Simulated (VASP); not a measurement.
# Ge (I4_1/amd) in VASP: a series of runs

The runs below take Ge through single point, relaxation of volume and atoms at fixed shape, with LDA.

All numbers are computed with VASP 6.6.1; they aren't measurements. Logs are shortened: lines on timing, memory, paths and dates and some standing lists are left out, and cuts for length are marked.

### 1 The cell of the first run

The structure is tetragonal, space group I4_1/amd (No. 141). The conventional cell has a = 5.094 Å, b = 5.094 Å, c = 2.765 Å, α = 90.00°, β = 90.00°, γ = 90.00°. Within 3.5 Å of Ge (site symmetry -4m2) lie 10 Ge at 2.64 to 3.28 Å.

### 2 Single point, LDA

The input, INCAR:

```
PREC = Accurate ; ENCUT = 520
EDIFF = 1E-7 ; ISMEAR = -1
SIGMA = 0.15 ; LREAL = False
LASPH = True ; NELM = 100
ALGO = Normal ; ISIF = 2
LWAVE = False ; LCHARG = False
NBANDS = 21
```

The input, KPOINTS:

```
regular mesh
0
Gamma
  12 12 12
```

The input, POSCAR:

```
Ge
1.0
   -2.5470942007      2.5470942007      1.3825398067
    2.5470942007     -2.5470942007      1.3825398067
    2.5470942007      2.5470942007     -1.3825398067
Ge
2
Direct
    0.2500000000      0.7500000000      0.5000000000
    0.5000000000      0.5000000000      0.0000000000
```

Potentials or basis: VASP PAW LDA potentials, release 64 (Ge_d).

Launch:

```bash
$ cat potpaw_LDA.64/Ge_d/POTCAR > POTCAR
$ mpirun -np 1 vasp_std > vasp.out
```

OUTCAR:

```text
PREC = Accurate
   ENCUT = 520
   EDIFF = 1E-7
   ISMEAR = -1
   LREAL = False
   LASPH = True
   NELM = 100
   ISIF = 2

 ion  position               nearest neighbor table
   1  0.250  0.750  0.500-   2 2.64   2 2.64   2 2.64   2 2.64
   2  0.500  0.500  0.000-   1 2.64   1 2.64   1 2.64   1 2.64

  LATTYP: Found a body centered tetragonal cell.
 ALAT       =     5.0941884014
 C/A-ratio  =     0.5427909994

  Lattice vectors:

 A1 = (  -2.5470942007,   2.5470942007,   1.3825398067)
 A2 = (   2.5470942007,  -2.5470942007,   1.3825398067)
 A3 = (   2.5470942007,   2.5470942007,  -1.3825398067)

Analysis of symmetry for initial positions (statically):
=====================================================================
 Subroutine PRICEL returns:
 Original cell was already a primitive cell.

 Routine SETGRP: Setting up the symmetry group for a
 body centered tetragonal supercell.

 Subroutine GETGRP returns: Found 16 space group operations
 (whereof  8 operations were pure point group operations)
 out of a pool of 16 trial point group operations.

The static configuration has the point symmetry D_2d.
 The point group associated with its full space group is D_4h.

Analysis of symmetry for dynamics (positions and initial velocities):
=====================================================================
 Subroutine PRICEL returns:
 Original cell was already a primitive cell.

 Routine SETGRP: Setting up the symmetry group for a
 body centered tetragonal supercell.

 Subroutine GETGRP returns: Found 16 space group operations
 (whereof  8 operations were pure point group operations)
 out of a pool of 16 trial point group operations.

The dynamic configuration has the point symmetry D_2d.
 The point group associated with its full space group is D_4h.

 Subroutine INISYM returns: Found 16 space group operations
 (whereof  8 operations are pure point group operations),
 and found     1 'primitive' translations

----------------------------------------------------------------------------------------

                                     Primitive cell

  volume of cell :      35.8780

  direct lattice vectors                    reciprocal lattice vectors
    -2.547094201  2.547094201  1.382539807     0.000000000  0.196302123  0.361653240
     2.547094201 -2.547094201  1.382539807     0.196302123  0.000000000  0.361653240
     2.547094201  2.547094201 -1.382539807     0.196302123  0.196302123  0.000000000

  length of vectors
     3.858340842  3.858340842  3.858340842     0.411494337  0.411494337  0.277613125

  position of ions in fractional coordinates (direct lattice)
     0.250000000  0.750000000  0.500000000
     0.500000000  0.500000000  0.000000000

  ion indices of the primitive-cell ions
   primitive index   ion index
                 1           1
                 2           2

----------------------------------------------------------------------------------------

 KPOINTS: regular mesh

Automatic generation of k-mesh.
 Grid dimensions read from file:
 generate k-points for:   12   12   12

 Generating k-lattice:

  Cartesian coordinates                     Fractional coordinates (reciprocal lattice)
     0.000000000  0.016358510  0.030137770     0.083333333  0.000000000  0.000000000
     0.016358510  0.000000000  0.030137770     0.000000000  0.083333333  0.000000000
     0.016358510  0.016358510  0.000000000     0.000000000  0.000000000  0.083333333

  Length of vectors
     0.034291195  0.034291195  0.023134427

  Shift w.r.t. Gamma in fractional coordinates (k-lattice)
     0.000000000  0.000000000  0.000000000

 Subroutine IBZKPT returns following result:
 ===========================================

 Found    163 irreducible k-points:

 Following reciprocal coordinates:
            Coordinates               Weight
  0.000000  0.000000  0.000000      1.000000
  0.083333  0.000000  0.000000      8.000000
  0.166667  0.000000  0.000000      8.000000
  0.250000  0.000000  0.000000      8.000000
  0.333333 -0.000000  0.000000      8.000000
  0.416667 -0.000000  0.000000      8.000000
[... 16 lines left out ...]
  0.500000  0.166667  0.000000     16.000000
 -0.416667  0.166667 -0.000000     16.000000
 [... further k-points ...]
   k-points           NKPTS =    163   k-points in BZ     NKDIM =    163   number of bands    NBANDS=     21
   number of dos      NEDOS =    301   number of ions     NIONS =      2
   total plane-waves  NPLWV =  27000
   dimension x,y,z NGX =    30 NGY =   30 NGZ =   30
   dimension x,y,z NGXF=    60 NGYF=   60 NGZF=   60
   ions per type =               2
   NGX,Y,Z   is equivalent  to a cutoff of  12.93, 12.93, 12.93 a.u.
   NGXF,Y,Z  is equivalent  to a cutoff of  25.85, 25.85, 25.85 a.u.
 SYSTEM =  unknown system
   PREC   = accura    normal or accurate (medium, high low for compatibility)
   ISTART =      0    job   : 0-new  1-cont  2-samecut
   ICHARG =      2    charge: 1-file 2-atom 10-const
   ISPIN  =      1    spin polarized calculation?
   LNONCOLLINEAR =      F non collinear calculations
   LSORBIT =      F    spin-orbit coupling
   LASPH  =      T    aspherical Exc in radial PAW
   ENCUT  =  520.0 eV  38.22 Ry    6.18 a.u.   7.17  7.17  7.17*2*pi/ulx,y,z
   NELM   =    100;   NELMIN=  2; NELMDL= -5     # of ELM steps
   EDIFF  = 0.1E-06   stopping-criterion for ELM
   LREAL  =      F    real-space projection
   EDIFFG = 0.1E-05   stopping-criterion for IOM
   NSW    =      0    number of steps for IOM
   IBRION =     -1    ionic relax: 0-MD 1-quasi-New 2-CG
   NFREE  =      0    steps in history (QN), initial steepest desc. (CG)
   ISIF   =      2    stress and relaxation
   ISYM   =      2    0-nonsym 1-usesym 2-fastsym
   POTIM  = 0.5000    time-step for ionic-motion
   TEBEG  =    0.0;   TEEND  =   0.0 temperature during run
   PSTRESS=    0.0 pullay stress
   NELECT =      28.0000    total number of electrons
   NUPDOWN=      -1.0000    fix difference up-down
   EMIN   =  10.00;   EMAX   =-10.00  energy-range for DOS
   EFERMI =   0.00;   METHOD = LEGACY
   ISMEAR =    -1;   SIGMA  =   0.15  broadening in eV -4-tet -1-fermi 0-gaus
   EFERMI_NEDOS =   21; number of points for ismear=-14 and -15
   IALGO  =     38    algorithm
   IMIX   =      4    mixing-type and parameters
     AMIX     =   0.40;   BMIX     =  1.00
     AMIX_MAG =   1.60;   BMIX_MAG =  1.00
  volume/ion in A,a.u.               =      17.94       121.06
  Fermi-wavevector in a.u.,A,eV,Ry     =   1.507249  2.848287 30.909703  2.271799
  Thomas-Fermi vector in A             =   2.617860
   LORBIT       =      0    0 simple, 1 ext, 2 COOP (PROOUT), +10 PAW based schemes
   GGA     = CA    functional components
   LHFCALC =     F    Hartree Fock is set to
   AEXX    =    0.0000 exact exchange contribution
   IVDW    =     0    specifies the selected vdW correction
   LEPSILON=     F    determine dielectric tensor
   LRPA    =     F    only Hartree local field effects (RPA)
 non-spin polarized calculation
  energy-cutoff  :      520.00
  volume of cell :       35.88
 maximum number of plane-waves:       981
 NGX is ok and might be reduce to    30
   NGX = 15   NGY = 15   NGZ = 15

 number of electron      28.0000002 magnetization

 Free energy of the ion-electron system (eV)
  ---------------------------------------------------
  ext. energy  EPLUGINS =         0.00000000
  ---------------------------------------------------
  free energy    TOTEN  =       -10.05778760 eV

  energy without entropy =      -10.00243732  energy(sigma->0) =      -10.03011246

 E-fermi :   6.8804     XC(G=0): -11.7705

 val. band max:        6.8793771675   @ k =   0.3333   0.1667   0.0000
 cond. band min:       6.8818940999   @ k =  -0.1667   0.1667   0.0833
 fundamental gap:      0.0025169324
 Fermi energy:         6.8804395895

 k-point     1 :       0.0000    0.0000    0.0000
  band No.  band energies     occupation
      1     -17.9852      2.00000
      2     -17.9355      2.00000
      3     -17.9034      2.00000
      4     -17.9011      2.00000
      5     -17.7844      2.00000
      6     -17.7844      2.00000
[... 13 lines left out ...]
     20      18.6776      0.00000
     21      19.6743      0.00000

 k-point     2 :       0.0833    0.0000    0.0000
  band No.  band energies     occupation
      1     -17.9822      2.00000
      2     -17.9253      2.00000
      3     -17.8994      2.00000
      4     -17.8887      2.00000
      5     -17.7927      2.00000
      6     -17.7915      2.00000
[... 13 lines left out ...]
     20      18.6486      0.00000
     21      19.3850      0.00000

 k-point     3 :       0.1667    0.0000    0.0000
  band No.  band energies     occupation
      1     -17.9731      2.00000
      2     -17.8994      2.00000
      3     -17.8886      2.00000
      4     -17.8599      2.00000
      5     -17.8098      2.00000
      6     -17.7990      2.00000
[... 13 lines left out ...]
     20      17.1760      0.00000
     21      17.8581      0.00000

 k-point     4 :       0.2500    0.0000    0.0000
  band No.  band energies     occupation
      1     -17.9601      2.00000
      2     -17.8749      2.00000
      3     -17.8734      2.00000
      4     -17.8428      2.00000
      5     -17.8285      2.00000
      6     -17.7957      2.00000
[... 13 lines left out ...]
     20      15.8834      0.00000
     21      17.8511      0.00000

 k-point     5 :       0.3333   -0.0000    0.0000
  band No.  band energies     occupation
      1     -17.9479      2.00000
      2     -17.8701      2.00000
      3     -17.8630      2.00000
      4     -17.8543      2.00000
      5     -17.8353      2.00000
      6     -17.8083      2.00000
[... 13 lines left out ...]
     20      15.1104      0.00000
     21      18.7151      0.00000

 k-point     6 :       0.4167   -0.0000    0.0000
  band No.  band energies     occupation
      1     -17.9389      2.00000
      2     -17.8784      2.00000
      3     -17.8781      2.00000
      4     -17.8533      2.00000
      5     -17.8263      2.00000
      6     -17.8178      2.00000
[... 13 lines left out ...]
     20      17.3890      0.00000
     21      19.8645      0.00000

 k-point     7 :       0.5000    0.0000    0.0000
  band No.  band energies     occupation
      1     -17.9346      2.00000
      2     -17.8888      2.00000
      3     -17.8823      2.00000
      4     -17.8502      2.00000
      5     -17.8214      2.00000
      6     -17.8207      2.00000
[... 13 lines left out ...]
     20      18.7346      0.00000
     21      19.5769      0.00000
[... 291 lines left out ...]
      1     -17.9499      2.00000
      2     -17.8822      2.00000
      3     -17.8555      2.00000
      4     -17.8466      2.00000
      5     -17.8299      2.00000
      6     -17.8237      2.00000
[... 13 lines left out ...]
     20      16.2867      0.00000
     21      17.4826      0.00000

 k-point    21 :       0.3333    0.1667    0.0000
  band No.  band energies     occupation
      1     -17.9434      2.00000
      2     -17.8888      2.00000
      3     -17.8664      2.00000
      4     -17.8426      2.00000
      5     -17.8337      2.00000
      6     -17.8116      2.00000
[... 13 lines left out ...]
     20      18.1267      0.00000
     21      18.9257      0.00000

 k-point    22 :       0.4167    0.1667    0.0000
  band No.  band energies     occupation
      1     -17.9348      2.00000
      2     -17.8895      2.00000
      3     -17.8748      2.00000
      4     -17.8379      2.00000
      5     -17.8312      2.00000
      6     -17.8045      2.00000
[... 13 lines left out ...]
     20      17.8614      0.00000
     21      18.5146      0.00000

 k-point    23 :       0.5000    0.1667    0.0000
  band No.  band energies     occupation
      1     -17.9308      2.00000
      2     -17.8824      2.00000
      3     -17.8734      2.00000
      4     -17.8434      2.00000
      5     -17.8246      2.00000
      6     -17.8059      2.00000
[... 13 lines left out ...]
     20      17.5738      0.00000
     21      18.6717      0.00000

 k-point    24 :      -0.4167    0.1667   -0.0000
  band No.  band energies     occupation
      1     -17.9362      2.00000
      2     -17.8831      2.00000
      3     -17.8711      2.00000
      4     -17.8510      2.00000
      5     -17.8216      2.00000
      6     -17.8032      2.00000
[... 13 lines left out ...]
     20      17.2596      0.00000
     21      17.9976      0.00000

 [... further k-points ...]
[... 5 lines left out ...]
  --------------------------------------------------------------------------------------
  -------------------------------------------------------------------------------------
  Total       -0.0724233     -0.0724233      0.1569278      0.0000000      0.0000000      0.0000000
  in kB       -3.2341585     -3.2341585      7.0078190      0.0000000      0.0000000      0.0000000
  external PRESSURE =       0.1798340 kB  Pullay stress =       0.0000000 kB

 VOLUME and BASIS-vectors are now :
 -----------------------------------------------------------------------------
  energy-cutoff  :      520.00
  volume of cell :       35.88
      direct lattice vectors                 reciprocal lattice vectors
    -2.547094201  2.547094201  1.382539807     0.000000000  0.196302123  0.361653240
     2.547094201 -2.547094201  1.382539807     0.196302123  0.000000000  0.361653240
     2.547094201  2.547094201 -1.382539807     0.196302123  0.196302123  0.000000000

 POSITION                                       TOTAL-FORCE (eV/Angst)
 -----------------------------------------------------------------------------------
      2.54709      0.00000      0.69127         0.000000      0.000000     -0.000000
      0.00000      0.00000      1.38254        -0.000000     -0.000000      0.000000
 -----------------------------------------------------------------------------------
    total drift:                                0.000000     -0.000000      0.000000

  FREE ENERGIE OF THE ION-ELECTRON SYSTEM (eV)
  ---------------------------------------------------
  free  energy   TOTEN  =       -10.0577875984 eV

  energy  without entropy=      -10.0024373247  energy(sigma->0) =      -10.03011246
```

Wall time 1.8 min (1 thread of Intel Xeon Platinum 8488C (Sapphire Rapids), shared host); peak memory 0.21 GiB.

Results:

| Item | Value |
| --- | --- |
| Free energy | -10.0578 eV |
| Pressure | 0.0 GPa |
| Band gap on the k mesh | zero (band 14 reaches 8.50 eV, above the bottom of band 15 at 3.26 eV) |

Stress tensor (GPa, compression positive):
```
-0.32  0.00  0.00
 0.00 -0.32  0.00
 0.00  0.00  0.70
```

### 3 Relaxation of volume and atoms at fixed shape, LDA

This run uses another cell than the first one, of 18.52 Å³/atom, 1.033 times its volume.

The input, INCAR:

```
SYSTEM = Ge
  ALGO = Normal
  EDIFF = 1E-6
  EDIFFG = -0.02
  ENCUT = 600
  GGA = CA
  IBRION = 2
  ISIF = 8
  ISMEAR = -1
  LASPH = .True.
  LCHARG = .False.
  LREAL = .False.
  LWAVE = .False.
  NELM = 100
  NSW = 80
  PREC = Accurate
  SIGMA = 0.15
```

The input, KPOINTS:

```
k-points
0
Gamma
  12 12 12
  0 0 0
```

The input, POSCAR:

```
Ge
1.0
   -2.5744900000      2.5744900000      1.3974100000
    2.5744900000     -2.5744900000      1.3974100000
    2.5744900000      2.5744900000     -1.3974100000
Ge
2
Direct
    0.2500000000      0.7500000000      0.5000000000
    0.5000000000      0.5000000000      0.0000000000
```

Potentials or basis: VASP PAW LDA potentials, release 64 (Ge_d).

Launch:

```bash
$ cat potpaw_LDA.64/Ge_d/POTCAR > POTCAR
$ mpirun -np 1 vasp_std > vasp.out
```

Wall time 3.2 min (1 thread of Intel Xeon Platinum 8488C (Sapphire Rapids), shared host); peak memory 0.24 GiB.

Results (log left out):

```
Free energy                            : -10.0581 eV
Relaxed volume                         : 17.97 Å³/atom
Relaxed cell                           : a = 3.860 Å, b = 3.860 Å, c = 3.860 Å, α = 97.38°, β = 97.38°, γ = 138.01°
Space group after relaxing (to 0.05 Å) : I4_1/amd (No. 141)
Energy gained by relaxing              : 4.2 meV/atom
Ionic steps                            : 3
Pressure after relaxing                : -0.1 GPa
Band gap on the k mesh                 : zero (band 14 reaches 8.48 eV, above the bottom of band 15 at 3.25 eV)
```

Stress tensor (GPa, compression positive):
```
-0.40  0.00  0.00
 0.00 -0.40  0.00
 0.00  0.00  0.62
```

Step by step:
| step | energy change (eV) | largest force (eV/Å) | pressure (GPa) | volume (Å³) |
| --- | --- | --- | --- | --- |
| 1 | 0.0000 | 0.0000 | -2.47 | 37.05 |
| 2 | -0.0073 | 0.0000 | 0.75 | 35.54 |
| 3 | -0.0085 | 0.0000 | -0.06 | 35.93 |

Final structure:
```
Ge
1.0
    -2.54841    2.54841    1.38325
     2.54841   -2.54841    1.38325
     2.54841    2.54841   -1.38325
Ge
2
Direct
  0.25000 0.75000 0.50000
  0.50000 0.50000 0.00000
```

Levels at points of the mesh, in eV from the Fermi level:
```
           k point  band 10  band 11  band 12  band 13  band 14  band 15  band 16  band 17  band 18
(0.00, 0.00, 0.00)   -24.52   -13.57    -4.05    -2.41    -2.41     3.30     7.72     7.72     8.31
(0.50, 0.00, 0.00)   -24.56    -8.15    -6.51    -2.64    -2.08    -1.40     2.50     3.63     5.65
(0.50, 0.50, 0.00)   -24.61   -10.76   -10.76     0.61     0.61     1.97     1.97     7.66     7.66
(0.50, 0.50, 0.50)   -24.65    -9.01    -9.01    -6.08    -6.08     6.27     6.27    11.23    11.23
```
